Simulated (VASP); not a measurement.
# AlN (Imm2) in VASP: single point with PBE

Aim: the single point of AlN with PBE.

Program: VASP 6.6.1. These are calculated values, not measurements. Logs are shortened: lines on timing, memory, paths and dates and some standing lists are left out, and cuts for length are marked.

## 1. The cell of the first run

The structure is orthorhombic, space group Imm2 (No. 44). The conventional cell has a = 3.114 Å, b = 3.114 Å, c = 4.403 Å, α = 90.00°, β = 90.00°, γ = 90.00°. Al (site symmetry mm2) has 4 N at 1.87 to 1.94 Å within 2.5 Å. N (site symmetry mm2) has 4 Al at 1.87 to 1.94 Å within 2.5 Å.

## 2. Single point, PBE (all N atoms moved +0.062 Å, as atom 2 along Cartesian [1 0 0])

The input, INCAR:

```
ALGO = Normal
EDIFF = 1E-6
ENCUT = 520
GGA = PE
ISIF = 2
ISMEAR = 0
LASPH = True
LCHARG = False
LREAL = False
LWAVE = False
NBANDS = 11
NELM = 100
PREC = Accurate
SIGMA = 0.05
```

The input, KPOINTS:

```
k-points
0
Gamma
  10 10 10
```

The input, POSCAR:

```
AlN
1.0
    0.0000000000      2.2015871044      2.2015871044
    2.2015871044      0.0000000000      2.2015871044
    2.2015871044      2.2015871044      0.0000000000
Al N
1 1
Direct
    0.0000000000      0.0000000000      0.0000000000
    0.7358056945      0.7641943055      0.7641943055
```

Potentials or basis: VASP PAW PBE potentials, release 64 (Al, N).

Started as:

```bash
cat potpaw_PBE.64/Al/POTCAR potpaw_PBE.64/N/POTCAR > POTCAR
mpirun -np 1 vasp_std > vasp.out
```

OUTCAR:

```text
EDIFF = 1E-6
   ENCUT = 520
   GGA = PE
   ISIF = 2
   ISMEAR = 0
   LASPH = True
   LREAL = False
   NELM = 100
   PREC = Accurate

 ion  position               nearest neighbor table
   1  0.000  0.000  0.000-   2 1.87   2 1.87   2 1.94   2 1.94
   2  0.736  0.764  0.764-   1 1.87   1 1.87   1 1.94   1 1.94

  LATTYP: Found a face centered cubic cell.
 ALAT       =     4.4031742088

  Lattice vectors:

 A1 = (   0.0000000000,   2.2015871044,   2.2015871044)
 A2 = (   2.2015871044,   0.0000000000,   2.2015871044)
 A3 = (   2.2015871044,   2.2015871044,   0.0000000000)

Analysis of symmetry for initial positions (statically):
=====================================================================
 Subroutine PRICEL returns:
 Original cell was already a primitive cell.

 Routine SETGRP: Setting up the symmetry group for a
 face centered cubic supercell.

 Subroutine GETGRP returns: Found  4 space group operations
 (whereof  4 operations were pure point group operations)
 out of a pool of 48 trial point group operations.

The static configuration has the point symmetry C_2v.

Analysis of symmetry for dynamics (positions and initial velocities):
=====================================================================
 Subroutine PRICEL returns:
 Original cell was already a primitive cell.

 Routine SETGRP: Setting up the symmetry group for a
 face centered cubic supercell.

 Subroutine GETGRP returns: Found  4 space group operations
 (whereof  4 operations were pure point group operations)
 out of a pool of 48 trial point group operations.

The dynamic configuration has the point symmetry C_2v.

 Subroutine INISYM returns: Found  4 space group operations
 (whereof  4 operations are pure point group operations),
 and found     1 'primitive' translations

----------------------------------------------------------------------------------------

                                     Primitive cell

  volume of cell :      21.3421

  direct lattice vectors                    reciprocal lattice vectors
     0.000000000  2.201587104  2.201587104    -0.227108888  0.227108888  0.227108888
     2.201587104  0.000000000  2.201587104     0.227108888 -0.227108888  0.227108888
     2.201587104  2.201587104  0.000000000     0.227108888  0.227108888 -0.227108888

  length of vectors
     3.113514342  3.113514342  3.113514342     0.393364134  0.393364134  0.393364134

  position of ions in fractional coordinates (direct lattice)
     0.000000000  0.000000000  0.000000000
     0.735805695  0.764194305  0.764194305

  ion indices of the primitive-cell ions
   primitive index   ion index
                 1           1
                 2           2

----------------------------------------------------------------------------------------

 KPOINTS: k-points

Automatic generation of k-mesh.
 Grid dimensions read from file:
 generate k-points for:   10   10   10

 Generating k-lattice:

  Cartesian coordinates                     Fractional coordinates (reciprocal lattice)
    -0.022710889  0.022710889  0.022710889     0.100000000  0.000000000  0.000000000
     0.022710889 -0.022710889  0.022710889     0.000000000  0.100000000  0.000000000
     0.022710889  0.022710889 -0.022710889     0.000000000  0.000000000  0.100000000

  Length of vectors
     0.039336413  0.039336413  0.039336413

  Shift w.r.t. Gamma in fractional coordinates (k-lattice)
     0.000000000  0.000000000  0.000000000

 Subroutine IBZKPT returns following result:
 ===========================================

 Found    171 irreducible k-points:

 Following reciprocal coordinates:
            Coordinates               Weight
  0.000000  0.000000  0.000000      1.000000
  0.100000  0.000000  0.000000      4.000000
  0.000000  0.100000  0.000000      4.000000
  0.200000  0.000000  0.000000      4.000000
  0.000000  0.200000  0.000000      4.000000
  0.300000  0.000000  0.000000      4.000000
[... 16 lines left out ...]
  0.000000  0.400000  0.100000      4.000000
  0.100000  0.000000  0.400000      8.000000
 [... further k-points ...]
   k-points           NKPTS =    171   k-points in BZ     NKDIM =    171   number of bands    NBANDS=     11
   number of dos      NEDOS =    301   number of ions     NIONS =      2
   total plane-waves  NPLWV =  13824
   dimension x,y,z NGX =    24 NGY =   24 NGZ =   24
   dimension x,y,z NGXF=    48 NGYF=   48 NGZF=   48
   ions per type =               1   1
   NGX,Y,Z   is equivalent  to a cutoff of  12.81, 12.81, 12.81 a.u.
   NGXF,Y,Z  is equivalent  to a cutoff of  25.63, 25.63, 25.63 a.u.
 SYSTEM =  unknown system
   PREC   = accura    normal or accurate (medium, high low for compatibility)
   ISTART =      0    job   : 0-new  1-cont  2-samecut
   ICHARG =      2    charge: 1-file 2-atom 10-const
   ISPIN  =      1    spin polarized calculation?
   LNONCOLLINEAR =      F non collinear calculations
   LSORBIT =      F    spin-orbit coupling
   LASPH  =      T    aspherical Exc in radial PAW
   ENCUT  =  520.0 eV  38.22 Ry    6.18 a.u.   5.79  5.79  5.79*2*pi/ulx,y,z
   NELM   =    100;   NELMIN=  2; NELMDL= -5     # of ELM steps
   EDIFF  = 0.1E-05   stopping-criterion for ELM
   LREAL  =      F    real-space projection
   EDIFFG = 0.1E-04   stopping-criterion for IOM
   NSW    =      0    number of steps for IOM
   IBRION =     -1    ionic relax: 0-MD 1-quasi-New 2-CG
   NFREE  =      0    steps in history (QN), initial steepest desc. (CG)
   ISIF   =      2    stress and relaxation
   ISYM   =      2    0-nonsym 1-usesym 2-fastsym
   POTIM  = 0.5000    time-step for ionic-motion
   TEBEG  =    0.0;   TEEND  =   0.0 temperature during run
   PSTRESS=    0.0 pullay stress
   NELECT =       8.0000    total number of electrons
   NUPDOWN=      -1.0000    fix difference up-down
   EMIN   =  10.00;   EMAX   =-10.00  energy-range for DOS
   EFERMI =   0.00;   METHOD = LEGACY
   ISMEAR =     0;   SIGMA  =   0.05  broadening in eV -4-tet -1-fermi 0-gaus
   EFERMI_NEDOS =   21; number of points for ismear=-14 and -15
   IALGO  =     38    algorithm
   IMIX   =      4    mixing-type and parameters
     AMIX     =   0.40;   BMIX     =  1.00
     AMIX_MAG =   1.60;   BMIX_MAG =  1.00
  volume/ion in A,a.u.               =      10.67        72.01
  Fermi-wavevector in a.u.,A,eV,Ry     =   1.180390  2.230614 18.957286  1.393321
  Thomas-Fermi vector in A             =   2.316684
   LORBIT       =      0    0 simple, 1 ext, 2 COOP (PROOUT), +10 PAW based schemes
   GGA     = PE    functional components
   LHFCALC =     F    Hartree Fock is set to
   AEXX    =    0.0000 exact exchange contribution
   IVDW    =     0    specifies the selected vdW correction
   LEPSILON=     F    determine dielectric tensor
   LRPA    =     F    only Hartree local field effects (RPA)
 non-spin polarized calculation
 Gauss-broadening in eV      SIGMA  =   0.05
  energy-cutoff  :      520.00
  volume of cell :       21.34
 maximum number of plane-waves:       589
   NGX = 11   NGY = 11   NGZ = 11

 number of electron       8.0000000 magnetization

 Free energy of the ion-electron system (eV)
  ---------------------------------------------------
  ext. energy  EPLUGINS =         0.00000000
  ---------------------------------------------------
  free energy    TOTEN  =       -14.82073079 eV

  energy without entropy =      -14.82073079  energy(sigma->0) =      -14.82073079

 E-fermi :   6.1211     XC(G=0): -10.8288

 val. band max:        5.9038104866   @ k =   0.0000   0.0000   0.0000
 cond. band min:       9.0457746383   @ k =   0.5000   0.5000   0.0000
 fundamental gap:      3.1419641517
 Fermi energy:         6.1210791237

 k-point     1 :       0.0000    0.0000    0.0000
  band No.  band energies     occupation
      1      -9.0992      2.00000
      2       5.5762      2.00000
      3       5.7474      2.00000
      4       5.9038      2.00000
      5       9.7207      0.00000
      6      18.0449      0.00000
      7      18.0731      0.00000
      8      18.0942      0.00000
      9      23.2086      0.00000
     10      23.2364      0.00000
     11      24.3530      0.00000

 k-point     2 :       0.1000    0.0000    0.0000
  band No.  band energies     occupation
      1      -8.9567      2.00000
      2       4.8347      2.00000
      3       5.6487      2.00000
      4       5.8506      2.00000
      5      10.3678      0.00000
      6      17.6685      0.00000
      7      18.1752      0.00000
      8      18.2655      0.00000
      9      21.9280      0.00000
     10      21.9712      0.00000
     11      23.9235      0.00000

 k-point     3 :       0.0000    0.1000    0.0000
  band No.  band energies     occupation
      1      -8.9575      2.00000
      2       5.0119      2.00000
      3       5.5266      2.00000
      4       5.7560      2.00000
      5      10.4079      0.00000
      6      17.6438      0.00000
      7      18.1892      0.00000
      8      18.2260      0.00000
      9      22.0411      0.00000
     10      22.0652      0.00000
     11      23.7126      0.00000

 k-point     4 :       0.2000    0.0000    0.0000
  band No.  band energies     occupation
      1      -8.5511      2.00000
      2       3.2782      2.00000
      3       5.5185      2.00000
      4       5.7182      2.00000
      5      11.4750      0.00000
      6      16.8674      0.00000
      7      18.1113      0.00000
      8      18.2729      0.00000
      9      21.3596      0.00000
     10      21.4025      0.00000
     11      23.0094      0.00000
[... 239 lines left out ...]
 k-point    22 :       0.4000    0.1000    0.0000
  band No.  band energies     occupation
      1      -7.4645      2.00000
      2       0.8852      2.00000
      3       5.0312      2.00000
      4       5.1808      2.00000
      5      12.8399      0.00000
      6      15.1274      0.00000
      7      17.2022      0.00000
      8      17.6932      0.00000
      9      21.8494      0.00000
     10      24.4084      0.00000
     11      24.8779      0.00000

 k-point    23 :       0.0000    0.4000    0.1000
  band No.  band energies     occupation
      1      -7.4758      2.00000
      2       0.9869      2.00000
      3       4.9409      2.00000
      4       5.0819      2.00000
      5      12.9082      0.00000
      6      15.1466      0.00000
      7      17.1910      0.00000
      8      17.6336      0.00000
      9      21.9703      0.00000
     10      24.3242      0.00000
     11      24.9413      0.00000

 k-point    24 :       0.1000    0.0000    0.4000
  band No.  band energies     occupation
      1      -7.4769      2.00000
      2       0.9977      2.00000
      3       4.8859      2.00000
      4       5.1222      2.00000
      5      12.9224      0.00000
      6      15.1239      0.00000
      7      17.2324      0.00000
      8      17.5642      0.00000
      9      22.0473      0.00000
     10      24.1748      0.00000
     11      25.1205      0.00000

 [... further k-points ...]
[... 5 lines left out ...]
  --------------------------------------------------------------------------------------
  -------------------------------------------------------------------------------------
  Total       -0.0385195      0.0522318      0.0522318      0.0000000      0.5040118      0.0000000
  in kB       -2.8917027      3.9211013      3.9211013      0.0000000     37.8367387      0.0000000
  external PRESSURE =       1.6501666 kB  Pullay stress =       0.0000000 kB

 VOLUME and BASIS-vectors are now :
 -----------------------------------------------------------------------------
  energy-cutoff  :      520.00
  volume of cell :       21.34
      direct lattice vectors                 reciprocal lattice vectors
     0.000000000  2.201587104  2.201587104    -0.227108888  0.227108888  0.227108888
     2.201587104  0.000000000  2.201587104     0.227108888 -0.227108888  0.227108888
     2.201587104  2.201587104  0.000000000     0.227108888  0.227108888 -0.227108888

 POSITION                                       TOTAL-FORCE (eV/Angst)
 -----------------------------------------------------------------------------------
      0.00000      0.00000      0.00000         0.852467      0.000000      0.000000
      3.36488      3.30238      3.30238        -0.852467      0.000000      0.000000
 -----------------------------------------------------------------------------------
    total drift:                                0.000275     -0.000000     -0.000000

  FREE ENERGIE OF THE ION-ELECTRON SYSTEM (eV)
  ---------------------------------------------------
  free  energy   TOTEN  =       -14.8207307875 eV

  energy  without entropy=      -14.8207307875  energy(sigma->0) =      -14.82073079
```

Run time: 16 s. Hardware: 1 thread of AMD EPYC 9R45 (Zen 5), shared host; peak memory 0.13 GiB.

Results:

- Free energy: -14.8207 eV
- Pressure: 0.2 GPa
- Largest force: 0.852 eV/Å
- Band gap on the k mesh: 3.14 eV, indirect (least direct gap 3.82 eV)

Forces in eV/Å, atoms in the order of the input:
```
Al   0.852  0.000  0.000
N   -0.852  0.000  0.000
```

Stress tensor (GPa, compression positive):
```
-0.29  0.00  0.00
 0.00  0.39  3.78
 0.00  3.78  0.39
```

Caveat: the cell differs from its parent crystal (all N atoms moved +0.062 Å, as atom 2 along Cartesian [1 0 0]). A k mesh can miss the band edges.
